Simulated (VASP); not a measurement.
Write the native input for VASP 6.6.1 that does the following.

```yaml
Task: single point
Functional: r2SCAN
Potentials_or_basis: VASP PAW PBE potentials, release 64 (Ca_sv, O)
Cutoff: 520 eV
k_mesh: 8 × 8 × 8
Occupations: gaussian, width 0.05 eV
Spin: no spin polarisation
Dipole_correction: no
Further_INCAR_settings: ALGO = Normal; EDIFF = 1e-07; NBANDS = 15
```

CaO:

```
Ca O
1.0
     0.00000    2.41330    2.41330
     2.41330    0.00000    2.41330
     2.41330    2.41330    0.00000
Ca O
1 1
Direct
  0.50000 0.50000 0.50000
  0.00000 0.00000 0.00000
```

This cell differs from its parent crystal: volume scaled by 1.020.

One way to write it, as run:

POSCAR

```
CaO
1.0
    0.0000000000      2.4133010747      2.4133010747
    2.4133010747      0.0000000000      2.4133010747
    2.4133010747      2.4133010747      0.0000000000
Ca O
1 1
Direct
    0.5000000000      0.5000000000      0.5000000000
    0.0000000000      0.0000000000      0.0000000000
```

INCAR.step1

```
SYSTEM = CaO
  PREC = Accurate
  ENCUT = 520
  ISMEAR = 0
  SIGMA = 0.05
  LREAL = .False.
  LASPH = .True.
  NELM = 60
  NBANDS = 15
  GGA = PE
  ALGO = Normal
  EDIFF = 1E-4
  LWAVE = .True.
  LCHARG = .False.
```

INCAR.step2

```
SYSTEM = CaO
  PREC = Accurate
  ENCUT = 520
  EDIFF = 1E-7
  ISMEAR = 0
  SIGMA = 0.05
  LREAL = .False.
  LASPH = .True.
  NELM = 60
  ALGO = Normal
  ISIF = 2
  LWAVE = .False.
  LCHARG = .False.
  METAGGA = R2SCAN
  LMIXTAU = .True.
  NBANDS = 15
  ISTART = 1
```

KPOINTS

```
Automatic mesh
0
Gamma
  8 8 8
  0 0 0
```

Potentials or basis: VASP PAW PBE potentials, release 64 (Ca_sv, O).

Command:

```bash
$ cat potpaw_PBE.64/Ca_sv/POTCAR potpaw_PBE.64/O/POTCAR > POTCAR
$ cp INCAR.step1 INCAR
$ mpirun -np 1 vasp_std > vasp.out
$ cp INCAR.step2 INCAR
$ mpirun -np 1 vasp_std > vasp.out
```

It gave:

```json
{
  "Pressure": "-1.2 GPa",
  "Band gap on the k mesh": "4.19 eV, indirect (least direct gap 4.57 eV)"
}
```

Caveat: the PAW data sets were made with another functional, which shifts forces and pressure a little.

It took 86 s on 1 thread of AMD EPYC 7R13 Processor (Zen 3) (shared host), peak memory 0.14 GiB.
